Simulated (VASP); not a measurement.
Here is a VASP 6.6.1 calculation.

The input INCAR:

```
ALGO     = Normal         # electronic algorithm
EDIFF    = 1E-6           # SCF threshold, eV
ENCUT    = 520            # plane-wave cutoff, eV
GGA      = PE             # functional
ISIF     = 2              # what is computed and relaxed
ISMEAR   = -1             # smearing method
LASPH    = T              # aspherical terms in the spheres
LCHARG   = F              # write CHGCAR
LREAL    = F              # projectors in reciprocal space
LWAVE    = F              # write WAVECAR
NBANDS   = 10             # bands
NELM     = 100            # most SCF steps
PREC     = Accurate       # precision mode
SIGMA    = 0.1            # smearing width, eV
```

KPOINTS

```
k-points
0
Gamma
  11 11 11
```

POSCAR

```
Ir
1.0
    0.0000000000      1.9360622002      1.9360622002
    1.9360622002      0.0000000000      1.9360622002
    1.9360622002      1.9360622002      0.0000000000
Ir
1
Direct
    0.0000000000      0.0000000000      0.0000000000
```

Potentials or basis: VASP PAW PBE potentials, release 64 (Ir).

Run with:

```console
$ cat potpaw_PBE.64/Ir/POTCAR > POTCAR
$ mpirun -np 1 vasp_std > vasp.out
```

(1) What does it give for the pressure?

Results:

(1) 0.8 GPa.
